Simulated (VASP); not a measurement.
# Zr2H3 (I4/mmm) in VASP: a series of runs

Runs on Zr2H3. Level: PBE. Tasks: relaxation of cell and atoms, single point.

Program: VASP 6.6.1. These are calculated values, not measurements. Logs are shortened: lines on timing, memory, paths and dates and some standing lists are left out, and cuts for length are marked.

### 1 The cell of the first run

Symmetry: I4/mmm, No. 139, tetragonal system. The conventional cell has a = 4.492 Å, b = 4.492 Å, c = 6.199 Å, α = 90.00°, β = 90.00°, γ = 90.00°. Zr (site symmetry -4m2) has 2 H at 1.55 Å within 2.1 Å. H (site symmetry 4/mmm) has 4 H at 2.25 Å and 8 Zr at 2.73 Å within 3.0 Å. Within 2.1 Å of H (site symmetry mmm) lie 2 Zr at 1.55 Å.

### 2 Relaxation of cell and atoms, PBE

The input, INCAR:

```
  PREC = Accurate
  ENCUT = 600
  EDIFF = 1E-6
  ISMEAR = 0
  SIGMA = 0.1
  LREAL = F
  LASPH = T
  NELM = 100
  ALGO = Normal
  ISIF = 3
  LWAVE = F
  LCHARG = F
  GGA = PE
  IBRION = 2
  NSW = 90
  EDIFFG = -0.04
```

The input, KPOINTS:

```
regular mesh
0
Gamma
  6 6 6
```

The input, POSCAR:

```
Zr2H3
1.0
   -2.2458214900      2.2458214900      3.0993998900
    2.2458214900     -2.2458214900      3.0993998900
    2.2458214900      2.2458214900     -3.0993998900
Zr H
2 3
Direct
    0.7500000000      0.2500000000      0.5000000000
    0.2500000000      0.7500000000      0.5000000000
    0.0000000000      0.0000000000      0.0000000000
    0.5000000000      0.0000000000      0.5000000000
    0.0000000000      0.5000000000      0.5000000000
```

Potentials or basis: VASP PAW PBE potentials, release 64 (Zr_sv, H).

Launch:

```bash
$ cat potpaw_PBE.64/Zr_sv/POTCAR potpaw_PBE.64/H/POTCAR > POTCAR
$ mpirun -np 1 vasp_std > vasp.out
```

OUTCAR:

```text
PREC = Accurate
   ENCUT = 600
   EDIFF = 1E-6
   ISMEAR = 0
   LREAL = F
   LASPH = T
   NELM = 100
   ISIF = 3
   GGA = PE
   IBRION = 2
   NSW = 90
   EDIFFG = -0.04

 ion  position               nearest neighbor table
   1  0.750  0.250  0.500-   4 1.55   5 1.55   2 3.10   2 3.10   2 3.18   2 3.18   2 3.18   2 3.18

   2  0.250  0.750  0.500-   4 1.55   5 1.55   1 3.10   1 3.10   1 3.18   1 3.18   1 3.18   1 3.18

   3  0.000  0.000  0.000-
   4  0.500  0.000  0.500-   1 1.55   2 1.55
   5  0.000  0.500  0.500-   1 1.55   2 1.55

  LATTYP: Found a body centered tetragonal cell.
 ALAT       =     4.4916429800
 C/A-ratio  =     1.3800740192

  Lattice vectors:

 A1 = (  -2.2458214900,   2.2458214900,   3.0993998900)
 A2 = (   2.2458214900,  -2.2458214900,   3.0993998900)
 A3 = (   2.2458214900,   2.2458214900,  -3.0993998900)

Analysis of symmetry for initial positions (statically):
=====================================================================
 Subroutine PRICEL returns:
 Original cell was already a primitive cell.

 Routine SETGRP: Setting up the symmetry group for a
 body centered tetragonal supercell.

 Subroutine GETGRP returns: Found 16 space group operations
 (whereof 16 operations were pure point group operations)
 out of a pool of 16 trial point group operations.

The static configuration has the point symmetry D_4h.

Analysis of symmetry for dynamics (positions and initial velocities):
=====================================================================
 Subroutine PRICEL returns:
 Original cell was already a primitive cell.

 Routine SETGRP: Setting up the symmetry group for a
 body centered tetragonal supercell.

 Subroutine GETGRP returns: Found 16 space group operations
 (whereof 16 operations were pure point group operations)
 out of a pool of 16 trial point group operations.

The dynamic configuration has the point symmetry D_4h.

 Subroutine INISYM returns: Found 16 space group operations
 (whereof 16 operations are pure point group operations),
 and found     1 'primitive' translations

----------------------------------------------------------------------------------------

                                     Primitive cell

  volume of cell :      62.5299

  direct lattice vectors                    reciprocal lattice vectors
    -2.245821490  2.245821490  3.099399890     0.000000000  0.222635682  0.161321552
     2.245821490 -2.245821490  3.099399890     0.222635682  0.000000000  0.161321552
     2.245821490  2.245821490 -3.099399890     0.222635682  0.222635682  0.000000000

  length of vectors
     4.437759345  4.437759345  4.437759345     0.274938703  0.274938703  0.314854402

  position of ions in fractional coordinates (direct lattice)
     0.750000000  0.250000000  0.500000000
     0.250000000  0.750000000  0.500000000
     0.000000000  0.000000000  0.000000000
     0.500000000  0.000000000  0.500000000
     0.000000000  0.500000000  0.500000000

  ion indices of the primitive-cell ions
   primitive index   ion index
                 1           1
                 2           2
                 3           3
                 4           4
                 5           5

----------------------------------------------------------------------------------------

 KPOINTS: regular mesh

Automatic generation of k-mesh.
 Grid dimensions read from file:
 generate k-points for:    6    6    6

 Generating k-lattice:

  Cartesian coordinates                     Fractional coordinates (reciprocal lattice)
     0.000000000  0.037105947  0.026886925     0.166666667  0.000000000  0.000000000
     0.037105947  0.000000000  0.026886925     0.000000000  0.166666667  0.000000000
     0.037105947  0.037105947  0.000000000     0.000000000  0.000000000  0.166666667

  Length of vectors
     0.045823117  0.045823117  0.052475734

  Shift w.r.t. Gamma in fractional coordinates (k-lattice)
     0.000000000  0.000000000  0.000000000

 Subroutine IBZKPT returns following result:
 ===========================================

 Found     30 irreducible k-points:

 Following reciprocal coordinates:
            Coordinates               Weight
  0.000000  0.000000  0.000000      1.000000
  0.166667  0.000000 -0.000000      8.000000
  0.333333  0.000000  0.000000      8.000000
  0.500000  0.000000 -0.000000      4.000000
  0.166667  0.166667  0.000000      8.000000
  0.333333  0.166667 -0.000000     16.000000
[... 16 lines left out ...]
 -0.333333 -0.333333  0.166667      8.000000
 -0.166667 -0.333333  0.166667      8.000000
 [... further k-points ...]
   k-points           NKPTS =     30   k-points in BZ     NKDIM =     30   number of bands    NBANDS=     17
   number of dos      NEDOS =    301   number of ions     NIONS =      5
   total plane-waves  NPLWV =  46656
   dimension x,y,z NGX =    36 NGY =   36 NGZ =   36
   dimension x,y,z NGXF=    72 NGYF=   72 NGZF=   72
   ions per type =               2   3
   NGX,Y,Z   is equivalent  to a cutoff of  13.49, 13.49, 13.49 a.u.
   NGXF,Y,Z  is equivalent  to a cutoff of  26.97, 26.97, 26.97 a.u.
 SYSTEM =  unknown system
   PREC   = accura    normal or accurate (medium, high low for compatibility)
   ISTART =      0    job   : 0-new  1-cont  2-samecut
   ICHARG =      2    charge: 1-file 2-atom 10-const
   ISPIN  =      1    spin polarized calculation?
   LNONCOLLINEAR =      F non collinear calculations
   LSORBIT =      F    spin-orbit coupling
   LASPH  =      T    aspherical Exc in radial PAW
   ENCUT  =  600.0 eV  44.10 Ry    6.64 a.u.   8.86  8.86  8.86*2*pi/ulx,y,z
   NELM   =    100;   NELMIN=  2; NELMDL= -5     # of ELM steps
   EDIFF  = 0.1E-05   stopping-criterion for ELM
   LREAL  =      F    real-space projection
   EDIFFG = -.4E-01   stopping-criterion for IOM
   NSW    =     90    number of steps for IOM
   IBRION =      2    ionic relax: 0-MD 1-quasi-New 2-CG
   NFREE  =      1    steps in history (QN), initial steepest desc. (CG)
   ISIF   =      3    stress and relaxation
   ISYM   =      2    0-nonsym 1-usesym 2-fastsym
   POTIM  = 0.5000    time-step for ionic-motion
   TEBEG  =    0.0;   TEEND  =   0.0 temperature during run
   PSTRESS=    0.0 pullay stress
   NELECT =      27.0000    total number of electrons
   NUPDOWN=      -1.0000    fix difference up-down
   EMIN   =  10.00;   EMAX   =-10.00  energy-range for DOS
   EFERMI =   0.00;   METHOD = LEGACY
   ISMEAR =     0;   SIGMA  =   0.10  broadening in eV -4-tet -1-fermi 0-gaus
   EFERMI_NEDOS =   21; number of points for ismear=-14 and -15
   IALGO  =     38    algorithm
   IMIX   =      4    mixing-type and parameters
     AMIX     =   0.40;   BMIX     =  1.00
     AMIX_MAG =   1.60;   BMIX_MAG =  1.00
  volume/ion in A,a.u.               =      12.51        84.39
  Fermi-wavevector in a.u.,A,eV,Ry     =   1.237371  2.338293 20.831716  1.531088
  Thomas-Fermi vector in A             =   2.371941
   LORBIT       =      0    0 simple, 1 ext, 2 COOP (PROOUT), +10 PAW based schemes
   GGA     = PE    functional components
   LHFCALC =     F    Hartree Fock is set to
   AEXX    =    0.0000 exact exchange contribution
   IVDW    =     0    specifies the selected vdW correction
   LEPSILON=     F    determine dielectric tensor
   LRPA    =     F    only Hartree local field effects (RPA)
 conjugate gradient relaxation of ions
 non-spin polarized calculation
 Gauss-broadening in eV      SIGMA  =   0.10
  energy-cutoff  :      600.00
  volume of cell :       62.53
 maximum number of plane-waves:      2112
   NGX = 17   NGY = 17   NGZ = 17

--------------------------------------- Ionic step        1  -------------------------------------------

 number of electron      27.0000001 magnetization

 Free energy of the ion-electron system (eV)
  ---------------------------------------------------
  ext. energy  EPLUGINS =         0.00000000
  ---------------------------------------------------
  free energy    TOTEN  =       -21.44723376 eV

  energy without entropy =      -21.43165244  energy(sigma->0) =      -21.43944310

------------------------ aborting loop because EDIFF is reached ----------------------------------------

  FORCE on cell =-STRESS in cart. coord.  units (eV):
  Direction    XX          YY          ZZ          XY          YZ          ZX
  --------------------------------------------------------------------------------------
  -------------------------------------------------------------------------------------
  Total       -3.2399472     -3.2399472     36.4664533      0.0000000      0.0000000      0.0000000
  in kB      -83.0157400    -83.0157400    934.3638727      0.0000000      0.0000000      0.0000000
  external PRESSURE =     256.1107976 kB  Pullay stress =       0.0000000 kB
[... 141 lines left out ...]
  energy  without entropy=      -24.5064449590  energy(sigma->0) =      -24.51339152

--------------------------------------- Ionic step        5  -------------------------------------------

 number of electron      27.0000001 magnetization

 E-fermi :   5.4228     XC(G=0):  -9.8687

 val. band max:        5.3885209968   @ k =  -0.3333   0.3333   0.3333
 cond. band min:       5.4365532341   @ k =  -0.1667   0.1667   0.1667
 fundamental gap:      0.0480322373
 Fermi energy:         5.4228305584

 k-point     1 :       0.0000    0.0000    0.0000
  band No.  band energies     occupation
      1     -43.5507      2.00000
      2     -43.3809      2.00000
      3     -21.8119      2.00000
      4     -21.8119      2.00000
      5     -21.6011      2.00000
      6     -21.5571      2.00000
[... 9 lines left out ...]
     16       6.0611      0.00000
     17       9.1326      0.00000
[... 613 lines left out ...]
  energy  without entropy=      -24.6040278881  energy(sigma->0) =      -24.61062861

--------------------------------------- Ionic step        9  -------------------------------------------

 number of electron      27.0000002 magnetization

 Free energy of the ion-electron system (eV)
  ---------------------------------------------------
  ext. energy  EPLUGINS =         0.00000000
  ---------------------------------------------------
  free energy    TOTEN  =       -24.61742590 eV

  energy without entropy =      -24.60415120  energy(sigma->0) =      -24.61078855

 E-fermi :   5.7096     XC(G=0): -10.0186

 val. band max:        5.6539208387   @ k =  -0.3333   0.3333   0.3333
 cond. band min:       5.7231878612   @ k =   0.3333   0.3333   0.0000
 fundamental gap:      0.0692670224
 Fermi energy:         5.7095630669

 k-point     1 :       0.0000    0.0000    0.0000
  band No.  band energies     occupation
      1     -43.1869      2.00000
      2     -42.9794      2.00000
      3     -21.5021      2.00000
      4     -21.5021      2.00000
      5     -21.2061      2.00000
      6     -21.1984      2.00000
[... 9 lines left out ...]
     16       6.3998      0.00000
     17       9.5973      0.00000
[... 492 lines left out ...]
  FREE ENERGIE OF THE ION-ELECTRON SYSTEM (eV)
  ---------------------------------------------------
  free  energy   TOTEN  =       -24.6174258971 eV

  energy  without entropy=      -24.6041512037  energy(sigma->0) =      -24.61078855

 reached required accuracy - stopping structural energy minimisation
```

It took 5.5 min on 1 thread of Oxide Virtual Turin-like, shared host; peak memory 0.19 GiB.

What came out:

```
Free energy                            : -24.6174 eV
Relaxed volume                         : 13.38 Å³/atom
Relaxed cell                           : a = 4.778 Å, b = 4.778 Å, c = 4.778 Å, α = 127.30°, β = 127.30°, γ = 77.76°
Space group after relaxing (to 0.05 Å) : I4/mmm (No. 139)
Energy gained by relaxing              : 634.0 meV/atom
Ionic steps                            : 9
Pressure after relaxing                : -0.1 GPa
```

Step by step:
```tsv
step	energy change (eV)	largest force (eV/Å)	pressure (GPa)	volume (Å³)
1	0.0000	0.0000	25.61	62.53
2	-2.3532	0.0000	-10.17	79.33
3	-3.0737	0.0000	-3.86	72.56
4	-3.0731	0.0000	-3.57	72.36
5	-3.1477	0.0000	-1.76	69.31
6	-3.1698	0.0000	-0.02	66.91
7	-3.1700	0.0000	0.20	66.66
8	-3.1700	0.0000	0.10	66.77
9	-3.1702	0.0000	-0.12	66.90
```

Final structure:
```yaml
crystal:
  lattice:
    - [-2.12063, 2.12063, 3.71927]
    - [2.12063, -2.12063, 3.71927]
    - [2.12063, 2.12063, -3.71927]
  atoms:
    - { symbol: Zr, position: [0.75000, 0.25000, 0.50000] }
    - { symbol: Zr, position: [0.25000, 0.75000, 0.50000] }
    - { symbol: H, position: [0.00000, 0.00000, 0.00000] }
    - { symbol: H, position: [0.50000, 0.00000, 0.50000] }
    - { symbol: H, position: [0.00000, 0.50000, 0.50000] }
```

Levels at points of the mesh, in eV from the Fermi level:
```
           k point  band 10  band 11  band 12  band 13  band 14  band 15  band 16  band 17
(0.00, 0.00, 0.00)    -3.25    -1.99    -1.32    -0.99    -0.64    -0.64     0.69     3.89
(0.50, 0.00, 0.00)    -4.54    -2.18    -0.91     0.61     0.79     0.86     0.92     1.67
(0.50, 0.50, 0.00)    -4.33    -2.31    -1.10    -0.85    -0.76     0.37     2.41     2.55
(0.50, 0.50, 0.50)    -4.52    -2.94    -2.72    -1.14     1.28     1.28     2.30     2.91
```

[end of part 1 of 2]
